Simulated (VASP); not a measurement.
Write the native input for VASP 6.6.1 that does the following.

```
Task                   : single point
Functional             : PBE
Potentials or basis    : VASP PAW PBE potentials, release 64 (Cd, Se)
Cutoff                 : 500 eV
k mesh                 : 4 × 4 × 4
Occupations            : gaussian, width 0.01 eV
Spin                   : no spin polarisation
Dipole correction      : no
Further INCAR settings : ALGO = Normal; EDIFF = 1e-06; NBANDS = 16
```

The structure of CdSe lies in POSCAR:

```
CdSe
1.0
    0.0000000000      3.0678017004      3.0678017004
    3.0678017004      0.0000000000      3.0678017004
    3.0678017004      3.0678017004      0.0000000000
Cd Se
1 1
Direct
    0.0000000000      0.0000000000      0.0000000000
    0.7500000000      0.7500000000      0.7500000000
```

One way to write it, as run:

INCAR

```
SYSTEM = CdSe
PREC     = Accurate       ! precision mode
ENCUT    = 500            ! plane-wave cutoff, eV
EDIFF    = 1E-6           ! SCF threshold, eV
ISMEAR   = 0              ! smearing method
SIGMA    = 0.01           ! smearing width, eV
LREAL    = .False.        ! projectors in reciprocal space
LASPH    = .True.         ! aspherical terms in the spheres
NELM     = 120            ! most SCF steps
ALGO     = Normal         ! electronic algorithm
ISIF     = 2              ! what is computed and relaxed
LWAVE    = .False.        ! write WAVECAR
LCHARG   = .False.        ! write CHGCAR
GGA      = PE             ! functional
NBANDS   = 16             ! bands
GGA_COMPAT= .False.
```

KPOINTS

```
Automatic mesh
0
Gamma
  4 4 4
  0 0 0
```

Potentials or basis: VASP PAW PBE potentials, release 64 (Cd, Se).

Command:

```bash
$ cat potpaw_PBE.64/Cd/POTCAR potpaw_PBE.64/Se/POTCAR > POTCAR
$ mpirun -np 1 vasp_std > vasp.out
```

It gave:

```
Pressure               : 1.9 GPa
Band gap on the k mesh : 0.54 eV, direct
```

Caveat: the k points lie up to 0.44 Å⁻¹ apart.

Run time: 13 s on 1 thread of Intel Xeon 8259CL, with other jobs on the host, peak memory 0.17 GiB.
